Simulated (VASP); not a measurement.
# Nb (Fm-3m) in VASP: settings compared

The runs below take Nb through vibrations by perturbation theory, elastic constants, density of states, with PBEsol, LDA, PBE, PBEsol+D4, RPBE.

Program: VASP 6.6.1. These are calculated values, not measurements. Logs are shortened: lines on timing, memory, paths and dates and some standing lists are left out, and cuts for length are marked.

### 1 The cell of the first run

Symmetry: Fm-3m, No. 225, cubic system. The conventional cell has a = 4.230 Å, b = 4.230 Å, c = 4.230 Å, α = 90.00°, β = 90.00°, γ = 90.00°. Within 3.9 Å of Nb (site symmetry m-3m) lie 12 Nb at 2.99 Å.

### 2 Vibrations by perturbation theory, PBEsol

INCAR

```
PREC = Accurate ; ENCUT = 520
EDIFF = 1E-8 ; ISMEAR = -1
SIGMA = 0.05 ; LREAL = F
LASPH = T ; NELM = 60
ALGO = Fast ; ISIF = 2
LWAVE = F ; LCHARG = T
GGA = PS ; NBANDS = 12
IBRION = 8 ; NSW = 1
```

KPOINTS

```
Automatic mesh
0
Gamma
  8 8 8
```

POSCAR

```
Nb
1.0
    0.0000000000      2.1150000000      2.1150000000
    2.1150000000      0.0000000000      2.1150000000
    2.1150000000      2.1150000000      0.0000000000
Nb
1
Direct
    0.0000000000      0.0000000000      0.0000000000
```

Potentials or basis: VASP PAW PBE potentials, release 64 (Nb_sv).

Command:

```bash
$ cat potpaw_PBE.64/Nb_sv/POTCAR > POTCAR
$ mpirun -np 1 vasp_std > vasp.out
```

OUTCAR:

```text
PREC = Accurate
   ENCUT = 520
   EDIFF = 1E-8
   ISMEAR = -1
   LREAL = F
   LASPH = T
   NELM = 60
   ISIF = 2
   GGA = PS
   IBRION = 8
   NSW = 1

 ion  position               nearest neighbor table
   1  0.000  0.000  0.000-

  LATTYP: Found a face centered cubic cell.
 ALAT       =     4.2300000000

  Lattice vectors:

 A1 = (   0.0000000000,   2.1150000000,   2.1150000000)
 A2 = (   2.1150000000,   0.0000000000,   2.1150000000)
 A3 = (   2.1150000000,   2.1150000000,   0.0000000000)

Analysis of symmetry for initial positions (statically):
=====================================================================
 Subroutine PRICEL returns:
 Original cell was already a primitive cell.

 Routine SETGRP: Setting up the symmetry group for a
 face centered cubic supercell.

 Subroutine GETGRP returns: Found 48 space group operations
 (whereof 48 operations were pure point group operations)
 out of a pool of 48 trial point group operations.

The static configuration has the point symmetry O_h .

Analysis of symmetry for dynamics (positions and initial velocities):
=====================================================================
 Subroutine PRICEL returns:
 Original cell was already a primitive cell.

 Routine SETGRP: Setting up the symmetry group for a
 face centered cubic supercell.

 Subroutine GETGRP returns: Found 48 space group operations
 (whereof 48 operations were pure point group operations)
 out of a pool of 48 trial point group operations.

The dynamic configuration has the point symmetry O_h .

 Subroutine INISYM returns: Found 48 space group operations
 (whereof 48 operations are pure point group operations),
 and found     1 'primitive' translations

----------------------------------------------------------------------------------------

                                     Primitive cell

  volume of cell :      18.9217

  direct lattice vectors                    reciprocal lattice vectors
     0.000000000  2.115000000  2.115000000    -0.236406619  0.236406619  0.236406619
     2.115000000  0.000000000  2.115000000     0.236406619 -0.236406619  0.236406619
     2.115000000  2.115000000  0.000000000     0.236406619  0.236406619 -0.236406619

  length of vectors
     2.991061684  2.991061684  2.991061684     0.409468276  0.409468276  0.409468276

  position of ions in fractional coordinates (direct lattice)
     0.000000000  0.000000000  0.000000000

  ion indices of the primitive-cell ions
   primitive index   ion index
                 1           1

----------------------------------------------------------------------------------------

 KPOINTS: Automatic mesh

Automatic generation of k-mesh.
 Grid dimensions read from file:
 generate k-points for:    8    8    8

 Generating k-lattice:

  Cartesian coordinates                     Fractional coordinates (reciprocal lattice)
    -0.029550827  0.029550827  0.029550827     0.125000000  0.000000000  0.000000000
     0.029550827 -0.029550827  0.029550827     0.000000000  0.125000000  0.000000000
     0.029550827  0.029550827 -0.029550827     0.000000000  0.000000000  0.125000000

  Length of vectors
     0.051183535  0.051183535  0.051183535

  Shift w.r.t. Gamma in fractional coordinates (k-lattice)
     0.000000000  0.000000000  0.000000000

 Subroutine IBZKPT returns following result:
 ===========================================

 Found     29 irreducible k-points:

 Following reciprocal coordinates:
            Coordinates               Weight
  0.000000  0.000000  0.000000      1.000000
  0.125000  0.000000  0.000000      8.000000
  0.250000  0.000000  0.000000      8.000000
  0.375000  0.000000  0.000000      8.000000
  0.500000  0.000000  0.000000      4.000000
  0.125000  0.125000  0.000000      6.000000
[... 16 lines left out ...]
  0.500000  0.250000  0.125000     48.000000
 -0.375000  0.250000  0.125000     24.000000
 [... further k-points ...]
   k-points           NKPTS =     29   k-points in BZ     NKDIM =     29   number of bands    NBANDS=     12
   number of dos      NEDOS =    301   number of ions     NIONS =      1
   total plane-waves  NPLWV =  13824
   dimension x,y,z NGX =    24 NGY =   24 NGZ =   24
   dimension x,y,z NGXF=    48 NGYF=   48 NGZF=   48
   ions per type =               1
   NGX,Y,Z   is equivalent  to a cutoff of  13.34, 13.34, 13.34 a.u.
   NGXF,Y,Z  is equivalent  to a cutoff of  26.68, 26.68, 26.68 a.u.
 SYSTEM =  unknown system
   PREC   = accura    normal or accurate (medium, high low for compatibility)
   ISTART =      0    job   : 0-new  1-cont  2-samecut
   ICHARG =      2    charge: 1-file 2-atom 10-const
   ISPIN  =      1    spin polarized calculation?
   LNONCOLLINEAR =      F non collinear calculations
   LSORBIT =      F    spin-orbit coupling
   LASPH  =      T    aspherical Exc in radial PAW
   ENCUT  =  520.0 eV  38.22 Ry    6.18 a.u.   5.56  5.56  5.56*2*pi/ulx,y,z
   NELM   =     60;   NELMIN=  2; NELMDL= -5     # of ELM steps
   EDIFF  = 0.1E-07   stopping-criterion for ELM
   LREAL  =      F    real-space projection
   EDIFFG = 0.1E-06   stopping-criterion for IOM
   NSW    =      1    number of steps for IOM
   IBRION =      8    ionic relax: 0-MD 1-quasi-New 2-CG
   NFREE  =      0    steps in history (QN), initial steepest desc. (CG)
   ISIF   =      2    stress and relaxation
   ISYM   =      2    0-nonsym 1-usesym 2-fastsym
   POTIM  = 0.5000    time-step for ionic-motion
   TEBEG  =    0.0;   TEEND  =   0.0 temperature during run
   PSTRESS=    0.0 pullay stress
   NELECT =      13.0000    total number of electrons
   NUPDOWN=      -1.0000    fix difference up-down
   EMIN   =  10.00;   EMAX   =-10.00  energy-range for DOS
   EFERMI =   0.00;   METHOD = LEGACY
   ISMEAR =    -1;   SIGMA  =   0.05  broadening in eV -4-tet -1-fermi 0-gaus
   EFERMI_NEDOS =   21; number of points for ismear=-14 and -15
   IALGO  =     68    algorithm
   IMIX   =      4    mixing-type and parameters
     AMIX     =   0.40;   BMIX     =  1.00
     AMIX_MAG =   1.60;   BMIX_MAG =  1.00
  volume/ion in A,a.u.               =      18.92       127.69
  Fermi-wavevector in a.u.,A,eV,Ry     =   1.444560  2.729823 28.392005  2.086754
  Thomas-Fermi vector in A             =   2.562841
   LORBIT       =      0    0 simple, 1 ext, 2 COOP (PROOUT), +10 PAW based schemes
   GGA     = PS    functional components
   LHFCALC =     F    Hartree Fock is set to
   AEXX    =    0.0000 exact exchange contribution
   IVDW    =     0    specifies the selected vdW correction
   LEPSILON=     F    determine dielectric tensor
   LRPA    =     F    only Hartree local field effects (RPA)
 non-spin polarized calculation
 RMM-DIIS sequential band-by-band and
  energy-cutoff  :      520.00
  volume of cell :       18.92
 maximum number of plane-waves:       531
 NGX is ok and might be reduce to    24
   NGX = 11   NGY = 11   NGZ = 11

--------------------------------------- Ionic step        1  -------------------------------------------

 number of electron      13.0000001 magnetization

 Free energy of the ion-electron system (eV)
  ---------------------------------------------------
  ext. energy  EPLUGINS =         0.00000000
  ---------------------------------------------------
  free energy    TOTEN  =       -10.58255509 eV

  energy without entropy =      -10.57031093  energy(sigma->0) =      -10.57643301

 E-fermi :  10.7363     XC(G=0): -12.3757

 val. band max:       10.6924122409   @ k =   0.5000   0.2500   0.0000
 cond. band min:      10.7470014089   @ k =  -0.2500   0.1250   0.0000
 fundamental gap:      0.0545891680
 Fermi energy:        10.7363149159

 k-point     1 :       0.0000    0.0000    0.0000
  band No.  band energies     occupation
      1     -43.9613      2.00000
      2     -19.3847      2.00000
      3     -19.3847      2.00000
      4     -19.3847      2.00000
      5       4.4909      2.00000
      6      10.8412      0.21881
      7      10.8412      0.21881
      8      10.8412      0.21881
      9      13.4038      0.00000
     10      13.4038      0.00000
     11      22.5477      0.00000
     12      27.2425      0.00000

 k-point     2 :       0.1250    0.0000    0.0000
  band No.  band energies     occupation
      1     -43.9341      2.00000
      2     -19.5660      2.00000
      3     -19.4073      2.00000
      4     -19.4073      2.00000
      5       5.0479      2.00000
      6      10.4494      1.99358
      7      11.0744      0.00231
      8      11.0744      0.00231
      9      13.2216      0.00000
     10      13.2216      0.00000
     11      23.5959      0.00000
     12      25.4866      0.00000
[... 301 lines left out ...]
 k-point    23 :       0.5000    0.2500    0.1250
  band No.  band energies     occupation
      1     -43.7641      2.00000
      2     -20.3019      2.00000
      3     -19.8079      2.00000
      4     -19.5991      2.00000
      5       8.0843      2.00000
      6       9.3322      2.00000
      7       9.9601      2.00000
      8      12.1737      0.00000
      9      14.2093      0.00000
     10      16.8269      0.00000
     11      22.2029      0.00000
     12      25.3454      0.00000

 k-point    24 :      -0.3750    0.2500    0.1250
  band No.  band energies     occupation
      1     -43.7415      2.00000
      2     -20.3942      2.00000
      3     -19.8482      2.00000
      4     -19.6349      2.00000
      5       8.1603      2.00000
      6       9.1251      2.00000
      7      10.6074      1.85881
      8      11.8940      0.00000
      9      15.0143      0.00000
     10      17.9717      0.00000
     11      20.2174      0.00000
     12      24.8225      0.00000

 [... further k-points ...]

------------------------ aborting loop because EDIFF is reached ----------------------------------------

  FORCE on cell =-STRESS in cart. coord.  units (eV):
  Direction    XX          YY          ZZ          XY          YZ          ZX
  --------------------------------------------------------------------------------------
  -------------------------------------------------------------------------------------
  Total       -0.8924055     -0.8924055     -0.8924055     -0.0000000      0.0000000      0.0000000
  in kB      -75.5634387    -75.5634387    -75.5634387     -0.0000000      0.0000000      0.0000000
  external PRESSURE =     -75.5634387 kB  Pullay stress =       0.0000000 kB

 VOLUME and BASIS-vectors are now :
 -----------------------------------------------------------------------------
  energy-cutoff  :      520.00
  volume of cell :       18.92
      direct lattice vectors                 reciprocal lattice vectors
     0.000000000  2.115000000  2.115000000    -0.236406619  0.236406619  0.236406619
     2.115000000  0.000000000  2.115000000     0.236406619 -0.236406619  0.236406619
     2.115000000  2.115000000  0.000000000     0.236406619  0.236406619 -0.236406619

 POSITION                                       TOTAL-FORCE (eV/Angst)
 -----------------------------------------------------------------------------------
      0.00000      0.00000      0.00000         0.000000      0.000000      0.000000
 -----------------------------------------------------------------------------------
    total drift:                                0.000000      0.000000     -0.000000

  FREE ENERGIE OF THE ION-ELECTRON SYSTEM (eV)
  ---------------------------------------------------
  free  energy   TOTEN  =       -10.5825550921 eV

  energy  without entropy=      -10.5703109295  energy(sigma->0) =      -10.57643301

[... ionic steps 2 to 3 ...]

--------------------------------------- Ionic step        4  -------------------------------------------

 Free energy of the ion-electron system (eV)
  ---------------------------------------------------
  ---------------------------------------------------
  free energy    TOTEN  =        -0.42660956 eV

  energy without entropy =       -0.42660956

------------------------ aborting loop because EDIFF is reached ----------------------------------------

 INTERNAL STRAIN TENSOR  FOR ION    1  DIRECTION 1   (eV/Angst):
 -----------------------------------------------------------------------------
     0.01111  0.00000  0.00000
     0.00000  0.01719 -0.00000
     0.00000 -0.00000  0.01719

 INTERNAL STRAIN TENSOR FOR ION    1 for displacements in x,y,z  (eV/Angst):
          X           Y           Z          XY          YZ          ZX
  --------------------------------------------------------------------------------
  x     0.00000     0.00000     0.00000     0.00000     0.00000     0.00000
  y     0.00000     0.00000     0.00000     0.00000     0.00000     0.00000
  z     0.00000     0.00000     0.00000     0.00000     0.00000     0.00000

 SECOND DERIVATIVES (NOT SYMMETRIZED)
 ------------------------------------
               1X          1Y          1Z
  1X    -0.018379    0.000000    0.000000
  1Y     0.000000   -0.018379    0.000000
  1Z     0.000000    0.000000   -0.018379

 Eigenvectors and eigenvalues of the dynamical matrix
 ----------------------------------------------------

   1 f  =    0.219878 THz     1.381533 2PiTHz    7.334332 cm-1     0.909341 meV
             X         Y         Z           dx          dy          dz
      0.000000  0.000000  0.000000     1.000000    0.000000    0.000000

   2 f  =    0.219878 THz     1.381533 2PiTHz    7.334332 cm-1     0.909341 meV
             X         Y         Z           dx          dy          dz
      0.000000  0.000000  0.000000     0.000000    1.000000    0.000000

   3 f  =    0.219878 THz     1.381533 2PiTHz    7.334332 cm-1     0.909341 meV
             X         Y         Z           dx          dy          dz
      0.000000  0.000000  0.000000     0.000000    0.000000    1.000000

--------------------------------------------------------------------------------------------------------

 ELASTIC MODULI CONTR FROM IONIC RELAXATION (kBar)
 Direction    XX          YY          ZZ          XY          YZ          ZX
 --------------------------------------------------------------------------------
 XX           0.0000      0.0000      0.0000      0.0000      0.0000      0.0000
 YY           0.0000      0.0000      0.0000      0.0000      0.0000      0.0000
 ZZ           0.0000      0.0000      0.0000      0.0000      0.0000      0.0000
 XY           0.0000      0.0000      0.0000      0.0000      0.0000      0.0000
 YZ           0.0000      0.0000      0.0000      0.0000      0.0000      0.0000
 ZX           0.0000      0.0000      0.0000      0.0000      0.0000      0.0000
 --------------------------------------------------------------------------------
```

It took 24 s on 1 thread of Intel Xeon 6975P-C (Granite Rapids), shared host; peak memory 0.16 GiB.

Caveat: the cell wasn't relaxed at this level first, which shifts response properties; the PAW data sets were made with another functional, which shifts forces and pressure a little.

(Continued in part 2 of 3.)
